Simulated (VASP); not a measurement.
# RbZnOs (P4/mmm) in VASP: notebook

The runs below take RbZnOs through single point, relaxation of cell and atoms, with PBE.

Program: VASP 6.6.1. These are calculated values, not measurements. Logs are shortened: lines on timing, memory, paths and dates and some standing lists are left out, and cuts for length are marked.

## Step 1: The cell of the first run

Symmetry: P4/mmm, No. 123, tetragonal system. The conventional cell has a = 3.930 Å, b = 3.930 Å, c = 5.478 Å, α = 90.00°, β = 90.00°, γ = 90.00°. Within 3.6 Å of Rb (site symmetry 4/mmm) lie 2 Os at 2.74 Å and 4 Zn at 2.78 Å. Within 3.7 Å of Zn (site symmetry 4/mmm) lie 4 Rb at 2.78 Å. Within 3.6 Å of Os (site symmetry 4/mmm) lie 2 Rb at 2.74 Å.

## Step 2: Single point, PBE

The input, INCAR:

```
PREC = Accurate ; ENCUT = 520
EDIFF = 1E-6 ; ISMEAR = 0
SIGMA = 0.1 ; LREAL = False
LASPH = True ; NELM = 100
ALGO = Normal ; ISIF = 2
LWAVE = False ; LCHARG = False
GGA = PE ; NBANDS = 22
```

The input, KPOINTS:

```
Automatic mesh
0
Gamma
  4 4 4
```

The input, POSCAR:

```
RbZnOs
1.0
    3.9296528800      0.0000000000      0.0000000000
    0.0000000000      3.9296528800      0.0000000000
    0.0000000000      0.0000000000      5.4780995400
Rb Zn Os
1 1 1
Direct
    0.5000000000      0.5000000000      0.0000000000
    0.0000000000      0.0000000000      0.0000000000
    0.5000000000      0.5000000000      0.5000000000
```

Potentials or basis: VASP PAW PBE potentials, release 64 (Rb_sv, Zn, Os).

Command:

```bash
$ cat potpaw_PBE.64/Rb_sv/POTCAR potpaw_PBE.64/Zn/POTCAR potpaw_PBE.64/Os/POTCAR > POTCAR
$ mpirun -np 1 vasp_std > vasp.out
```

OUTCAR:

```text
PREC = Accurate
   ENCUT = 520
   EDIFF = 1E-6
   ISMEAR = 0
   LREAL = False
   LASPH = True
   NELM = 100
   ISIF = 2
   GGA = PE

 ion  position               nearest neighbor table
   1  0.500  0.500  0.000-   3 2.74   3 2.74   2 2.78   2 2.78   2 2.78   2 2.78
   2  0.000  0.000  0.000-   1 2.78   1 2.78   1 2.78   1 2.78
   3  0.500  0.500  0.500-   1 2.74   1 2.74

  LATTYP: Found a simple tetragonal cell.
 ALAT       =     3.9296528800
 C/A-ratio  =     1.3940415877

  Lattice vectors:

 A1 = (   3.9296528800,   0.0000000000,   0.0000000000)
 A2 = (   0.0000000000,   3.9296528800,   0.0000000000)
 A3 = (   0.0000000000,   0.0000000000,   5.4780995400)

Analysis of symmetry for initial positions (statically):
=====================================================================
 Subroutine PRICEL returns:
 Original cell was already a primitive cell.

 Routine SETGRP: Setting up the symmetry group for a
 simple tetragonal supercell.

 Subroutine GETGRP returns: Found 16 space group operations
 (whereof 16 operations were pure point group operations)
 out of a pool of 16 trial point group operations.

The static configuration has the point symmetry D_4h.

Analysis of symmetry for dynamics (positions and initial velocities):
=====================================================================
 Subroutine PRICEL returns:
 Original cell was already a primitive cell.

 Routine SETGRP: Setting up the symmetry group for a
 simple tetragonal supercell.

 Subroutine GETGRP returns: Found 16 space group operations
 (whereof 16 operations were pure point group operations)
 out of a pool of 16 trial point group operations.

The dynamic configuration has the point symmetry D_4h.

 Subroutine INISYM returns: Found 16 space group operations
 (whereof 16 operations are pure point group operations),
 and found     1 'primitive' translations

----------------------------------------------------------------------------------------

                                     Primitive cell

  volume of cell :      84.5938

  direct lattice vectors                    reciprocal lattice vectors
     3.929652880  0.000000000  0.000000000     0.254475403  0.000000000  0.000000000
     0.000000000  3.929652880  0.000000000     0.000000000  0.254475403  0.000000000
     0.000000000  0.000000000  5.478099540     0.000000000  0.000000000  0.182545058

  length of vectors
     3.929652880  3.929652880  5.478099540     0.254475403  0.254475403  0.182545058

  position of ions in fractional coordinates (direct lattice)
     0.500000000  0.500000000  0.000000000
     0.000000000  0.000000000  0.000000000
     0.500000000  0.500000000  0.500000000

  ion indices of the primitive-cell ions
   primitive index   ion index
                 1           1
                 2           2
                 3           3

----------------------------------------------------------------------------------------

 KPOINTS: Automatic mesh

Automatic generation of k-mesh.
 Grid dimensions read from file:
 generate k-points for:    4    4    4

 Generating k-lattice:

  Cartesian coordinates                     Fractional coordinates (reciprocal lattice)
     0.063618851  0.000000000  0.000000000     0.250000000  0.000000000  0.000000000
     0.000000000  0.063618851  0.000000000     0.000000000  0.250000000  0.000000000
     0.000000000  0.000000000  0.045636265     0.000000000  0.000000000  0.250000000

  Length of vectors
     0.063618851  0.063618851  0.045636265

  Shift w.r.t. Gamma in fractional coordinates (k-lattice)
     0.000000000  0.000000000  0.000000000

 Subroutine IBZKPT returns following result:
 ===========================================

 Found     18 irreducible k-points:

 Following reciprocal coordinates:
            Coordinates               Weight
  0.000000  0.000000  0.000000      1.000000
  0.250000  0.000000  0.000000      4.000000
  0.500000  0.000000  0.000000      2.000000
  0.250000  0.250000  0.000000      4.000000
  0.500000  0.250000  0.000000      4.000000
  0.500000  0.500000  0.000000      1.000000
[... 10 lines left out ...]
  0.500000  0.250000  0.500000      4.000000
  0.500000  0.500000  0.500000      1.000000
   k-points           NKPTS =     18   k-points in BZ     NKDIM =     18   number of bands    NBANDS=     22
   number of dos      NEDOS =    301   number of ions     NIONS =      3
   total plane-waves  NPLWV =  37800
   dimension x,y,z NGX =    30 NGY =   30 NGZ =   42
   dimension x,y,z NGXF=    60 NGYF=   60 NGZF=   84
   ions per type =               1   1   1
   NGX,Y,Z   is equivalent  to a cutoff of  12.69, 12.69, 12.75 a.u.
   NGXF,Y,Z  is equivalent  to a cutoff of  25.38, 25.38, 25.49 a.u.
 SYSTEM =  unknown system
   PREC   = accura    normal or accurate (medium, high low for compatibility)
   ISTART =      0    job   : 0-new  1-cont  2-samecut
   ICHARG =      2    charge: 1-file 2-atom 10-const
[... 72 lines left out ...]
     22       9.7424      0.00000

 k-point     2 :       0.2500    0.0000    0.0000
  band No.  band energies     occupation
      1     -26.0114      2.00000
      2     -10.6218      2.00000
      3     -10.3119      2.00000
      4     -10.1984      2.00000
      5      -6.0222      2.00000
      6      -5.8852      2.00000
[... 14 lines left out ...]
     21       7.9125      0.00000
     22       8.2560      0.00000

 k-point     3 :       0.5000    0.0000    0.0000
  band No.  band energies     occupation
      1     -25.9868      2.00000
      2     -11.0150      2.00000
      3     -10.2776      2.00000
      4     -10.2364      2.00000
      5      -5.9459      2.00000
      6      -5.7776      2.00000
[... 14 lines left out ...]
     21       7.2728      0.00000
     22      10.2238      0.00000

 k-point     4 :       0.2500    0.2500    0.0000
  band No.  band energies     occupation
      1     -25.9899      2.00000
      2     -10.6421      2.00000
      3     -10.4590      2.00000
      4     -10.2726      2.00000
      5      -5.9714      2.00000
      6      -5.9418      2.00000
[... 14 lines left out ...]
     21       7.7527      0.00000
     22       8.1773      0.00000

 k-point     5 :       0.5000    0.2500    0.0000
  band No.  band energies     occupation
      1     -25.9683      2.00000
      2     -10.8721      2.00000
      3     -10.4827      2.00000
      4     -10.2325      2.00000
      5      -5.9296      2.00000
      6      -5.8657      2.00000
[... 14 lines left out ...]
     21       7.5249      0.00000
     22       8.1190      0.00000

 k-point     6 :       0.5000    0.5000    0.0000
  band No.  band energies     occupation
      1     -25.9497      2.00000
      2     -10.7171      2.00000
      3     -10.7171      2.00000
      4     -10.1861      2.00000
      5      -5.9950      2.00000
      6      -5.9149      2.00000
[... 14 lines left out ...]
     21       7.3679      0.00000
     22       7.5587      0.00000

 k-point     7 :       0.0000    0.0000    0.2500
  band No.  band energies     occupation
      1     -26.0260      2.00000
      2     -10.5524      2.00000
      3     -10.1677      2.00000
      4     -10.1677      2.00000
      5      -6.1049      2.00000
      6      -6.0673      2.00000
[... 174 lines left out ...]
      6      -5.8856      2.00000
[... 14 lines left out ...]
     21       7.1661      0.00000
     22       7.6389      0.00000

 k-point    15 :       0.5000    0.0000    0.5000
  band No.  band energies     occupation
      1     -25.9673      2.00000
      2     -11.0309      2.00000
      3     -10.6636      2.00000
      4     -10.2535      2.00000
      5      -5.9458      2.00000
      6      -5.7795      2.00000
[... 14 lines left out ...]
     21       7.6041      0.00000
     22       8.2297      0.00000

 k-point    16 :       0.2500    0.2500    0.5000
  band No.  band energies     occupation
      1     -25.9705      2.00000
      2     -10.6602      2.00000
      3     -10.6579      2.00000
      4     -10.4770      2.00000
      5      -5.9711      2.00000
      6      -5.9415      2.00000
[... 14 lines left out ...]
     21       5.9612      0.00000
     22       9.1317      0.00000

 k-point    17 :       0.5000    0.2500    0.5000
  band No.  band energies     occupation
      1     -25.9489      2.00000
      2     -10.8890      2.00000
      3     -10.6161      2.00000
      4     -10.5001      2.00000
      5      -5.9295      2.00000
      6      -5.8657      2.00000
[... 14 lines left out ...]
     21       6.3118      0.00000
     22       7.3944      0.00000

 k-point    18 :       0.5000    0.5000    0.5000
  band No.  band energies     occupation
      1     -25.9304      2.00000
      2     -10.7352      2.00000
      3     -10.7352      2.00000
      4     -10.5675      2.00000
      5      -5.9946      2.00000
      6      -5.9149      2.00000
[... 14 lines left out ...]
     21       5.4420      0.00000
     22       6.4420      0.00000

------------------------ aborting loop because EDIFF is reached ----------------------------------------

  FORCE on cell =-STRESS in cart. coord.  units (eV):
  Direction    XX          YY          ZZ          XY          YZ          ZX
  --------------------------------------------------------------------------------------
  -------------------------------------------------------------------------------------
  Total        2.8156960      2.8156960      1.4475226      0.0000000      0.0000000      0.0000000
  in kB       53.3283374     53.3283374     27.4155925      0.0000000      0.0000000      0.0000000
  external PRESSURE =      44.6907558 kB  Pullay stress =       0.0000000 kB

 VOLUME and BASIS-vectors are now :
 -----------------------------------------------------------------------------
  energy-cutoff  :      520.00
  volume of cell :       84.59
      direct lattice vectors                 reciprocal lattice vectors
     3.929652880  0.000000000  0.000000000     0.254475403  0.000000000  0.000000000
     0.000000000  3.929652880  0.000000000     0.000000000  0.254475403  0.000000000
     0.000000000  0.000000000  5.478099540     0.000000000  0.000000000  0.182545058

 POSITION                                       TOTAL-FORCE (eV/Angst)
 -----------------------------------------------------------------------------------
      1.96483      1.96483      0.00000         0.000000      0.000000      0.000000
      0.00000      0.00000      0.00000         0.000000      0.000000      0.000000
      1.96483      1.96483      2.73905         0.000000      0.000000      0.000000
 -----------------------------------------------------------------------------------
    total drift:                                0.000000      0.000000      0.000000

  FREE ENERGIE OF THE ION-ELECTRON SYSTEM (eV)
  ---------------------------------------------------
  free  energy   TOTEN  =        -3.9140296070 eV

  energy  without entropy=       -3.8591101224  energy(sigma->0) =       -3.88656986
```

It took 38 s on 1 thread of Intel Xeon Platinum 8259CL at 2.50GHz (Skylake/Cascade Lake), shared host; peak memory 0.2 GiB.

What came out:

| Property | Result |
| --- | --- |
| Free energy | -3.9140 eV |
| Pressure | 4.5 GPa |

Stress tensor (GPa, compression positive):
```
5.33 0.00 0.00
0.00 5.33 0.00
0.00 0.00 2.74
```

Levels at points of the mesh, in eV from the Fermi level:
```csv
k point,band 13,band 14,band 15,band 16,band 17,band 18
"(0.00, 0.00, 0.00)",-0.74,-0.32,-0.32,0.32,2.25,3.91
"(0.50, 0.00, 0.00)",-0.79,-0.26,-0.11,0.75,1.72,3.29
"(0.50, 0.50, 0.00)",-0.91,-0.18,0.66,1.76,2.54,2.54
"(0.00, 0.00, 0.50)",0.06,0.06,0.32,1.13,3.63,4.12
"(0.50, 0.00, 0.50)",-0.03,0.12,0.20,0.44,0.81,1.64
"(0.50, 0.50, 0.50)",-0.39,0.66,0.93,2.17,2.17,2.67
```

Caveat: the k points lie up to 0.40 Å⁻¹ apart; spin-orbit coupling is left out, which moves the levels of the heavy elements.

## Step 3: Single point, PBE

This run uses another cell than the first one, of 41.08 Å³/atom, 1.457 times its volume.

The input, INCAR:

```
SYSTEM = RbZnOs
PREC = Accurate ; ENCUT = 520
EDIFF = 1E-6 ; ISMEAR = 0
SIGMA = 0.1 ; LREAL = .False.
LASPH = .True. ; NELM = 80
ALGO = Normal ; ISIF = 2
LWAVE = .False. ; LCHARG = .False.
GGA = PE ; NBANDS = 22
```

The input, KPOINTS:

```
regular mesh
0
Gamma
  4 4 4
  0 0 0
```

The input, POSCAR:

```
RbZnOs
1.0
    4.5602438156      0.0000000000      0.0000000000
    0.0000000000      4.5602438156      0.0000000000
    0.0000000000      0.0000000000      5.9258069753
Rb Zn Os
1 1 1
Direct
    0.5000000000      0.5000000000      0.0000000000
    0.0000000000      0.0000000000      0.0000000000
    0.5000000000      0.5000000000      0.5000000000
```

Potentials or basis: VASP PAW PBE potentials, release 64 (Rb_sv, Zn, Os).

Command:

```bash
$ cat potpaw_PBE.64/Rb_sv/POTCAR potpaw_PBE.64/Zn/POTCAR potpaw_PBE.64/Os/POTCAR > POTCAR
$ mpirun -np 1 vasp_std > vasp.out
```

Wall time 47 s (1 thread of Intel Xeon Platinum 8259CL at 2.50GHz (Skylake/Cascade Lake), shared host); peak memory 0.26 GiB.

Results (log left out):

| Property | Result |
| --- | --- |
| Free energy | -4.3285 eV |
| Pressure | 0.1 GPa |

Levels at points of the mesh, in eV from the Fermi level:
| k point | band 11 | band 12 | band 13 | band 14 | band 15 | band 16 | band 17 | band 18 | band 19 | band 20 |
| --- | --- | --- | --- | --- | --- | --- | --- | --- | --- | --- |
| (0.00, 0.00, 0.00) | -1.02 | -0.42 | -0.37 | -0.18 | -0.18 | 0.13 | 2.26 | 4.02 | 4.15 | 4.15 |
| (0.50, 0.00, 0.00) | -1.55 | -0.61 | -0.43 | -0.15 | -0.05 | 0.33 | 1.59 | 3.03 | 3.09 | 3.41 |
| (0.50, 0.50, 0.00) | -0.90 | -0.43 | -0.43 | -0.07 | 0.29 | 0.58 | 1.79 | 1.79 | 3.88 | 5.07 |
| (0.00, 0.00, 0.50) | -1.58 | -0.33 | 0.03 | 0.03 | 0.14 | 0.54 | 3.73 | 3.87 | 4.33 | 4.60 |
| (0.50, 0.00, 0.50) | -0.69 | -0.01 | 0.02 | 0.07 | 0.37 | 0.58 | 0.63 | 0.76 | 2.94 | 4.44 |
| (0.50, 0.50, 0.50) | -0.38 | -0.21 | -0.21 | 0.30 | 0.48 | 0.91 | 2.35 | 2.35 | 2.85 | 2.85 |

Caveat: spin-orbit coupling is left out, which moves the levels of the heavy elements.

## Step 4: Relaxation of cell and atoms, PBE

The input, INCAR:

```
ALGO     = Normal         # electronic algorithm
EDIFF    = 1E-7           # SCF threshold, eV
EDIFFG   = -0.04          # ionic threshold
ENCUT    = 600            # plane-wave cutoff, eV
GGA      = PE             # functional
IBRION   = 2              # ionic algorithm
ISIF     = 3              # what is computed and relaxed
ISMEAR   = 0              # smearing method
LASPH    = T              # aspherical terms in the spheres
LCHARG   = F              # write CHGCAR
LREAL    = F              # projectors in reciprocal space
LWAVE    = F              # write WAVECAR
NELM     = 60             # most SCF steps
NSW      = 90             # ionic steps
PREC     = Accurate       # precision mode
SIGMA    = 0.1            # smearing width, eV
```

The input, KPOINTS:

```
k-points
0
Gamma
  4 4 4
```

The input, POSCAR:

```
RbZnOs
1.0
    3.9296528800      0.0000000000      0.0000000000
    0.0000000000      3.9296528800      0.0000000000
    0.0000000000      0.0000000000      5.4780995400
Rb Zn Os
1 1 1
Direct
    0.5000000000      0.5000000000      0.0000000000
    0.0000000000      0.0000000000      0.0000000000
    0.5000000000      0.5000000000      0.5000000000
```

Command:

```bash
$ cat potpaw_PBE.64/Rb_sv/POTCAR potpaw_PBE.64/Zn/POTCAR potpaw_PBE.64/Os/POTCAR > POTCAR
$ mpirun -np 1 vasp_std > vasp.out
```

Run time: 2.3 min. Hardware: 1 thread of Intel Xeon Platinum 8259CL at 2.50GHz (Skylake/Cascade Lake), shared host; peak memory 0.25 GiB.

It converged, with:

```yaml
Free_energy: -4.3238 eV
Relaxed_volume: 41.44 Å³/atom
Relaxed_cell: a = 4.575 Å, b = 4.575 Å, c = 5.941 Å, α = 90.00°, β = 90.00°, γ = 90.00°
Space_group_after_relaxing_to_0.05_Å: P4/mmm (No. 123)
Energy_gained_by_relaxing: 136.5 meV/atom
Ionic_steps: 5
Pressure_after_relaxing: 0.0 GPa
```

Step by step:
```tsv
step	energy change (eV)	largest force (eV/Å)	pressure (GPa)	volume (Å³)
1	0.0000	0.0000	4.46	84.59
2	-0.2270	0.0000	2.50	94.56
3	-0.3859	0.0000	0.64	111.76
4	-0.4060	0.0000	0.22	119.45
5	-0.4096	0.0000	0.02	124.33
```

Final structure:
```
Rb Zn Os
1.0
     4.57457    0.00000    0.00000
     0.00000    4.57457    0.00000
     0.00000    0.00000    5.94111
Rb Zn Os
1 1 1
Direct
  0.50000 0.50000 0.00000
  0.00000 0.00000 0.00000
  0.50000 0.50000 0.50000
```

Levels at points of the mesh, in eV from the Fermi level:
```tsv
k point	band 12	band 13	band 14	band 15	band 16	band 17	band 18
(0.00, 0.00, 0.00)	-0.41	-0.36	-0.17	-0.17	0.13	2.25	4.01
(0.50, 0.00, 0.00)	-0.60	-0.42	-0.15	-0.05	0.32	1.58	3.02
(0.50, 0.50, 0.00)	-0.42	-0.42	-0.07	0.29	0.57	1.77	1.77
(0.00, 0.00, 0.50)	-0.33	0.03	0.03	0.14	0.52	3.70	3.87
(0.50, 0.00, 0.50)	-0.01	0.02	0.06	0.37	0.58	0.60	0.78
(0.50, 0.50, 0.50)	-0.21	-0.21	0.29	0.47	0.88	2.35	2.35
```

Caveat: the k points lie up to 0.34 Å⁻¹ apart in the final cell; the volume moved by over 15 % at a fixed basis, so the end points are rough; spin-orbit coupling is left out, which moves the levels of the heavy elements.

## Step 5: The runs side by side

| task | cell | cutoff (eV) | gap on the mesh (eV) | pressure (GPa) |
| --- | --- | --- | --- | --- |
| single point | a = 3.930, b = 3.930, c = 5.478 Å, 3 atoms | 520 | none | 4.5 |
| single point | a = 4.560, b = 4.560, c = 5.926 Å, 3 atoms | 520 | none | 0.1 |
| relaxation of cell and atoms | relaxed from a = 3.930, b = 3.930, c = 5.478 Å, 3 atoms | 600 | none | 0.0 |

Alike in all rows: level PBE; potentials or basis VASP PAW PBE potentials, release 64 (Rb_sv, Zn, Os); no spin polarisation; k mesh 4 × 4 × 4; smearing gaussian 0.1 eV.

Caveats: some runs use coarse meshes; spin-orbit coupling is left out, which moves the levels of the heavy elements; the volume moved by over 15 % at a fixed basis, so the end points are rough (some runs).

Total energies depend on the potentials used, so only differences within one code and one set of settings carry meaning.
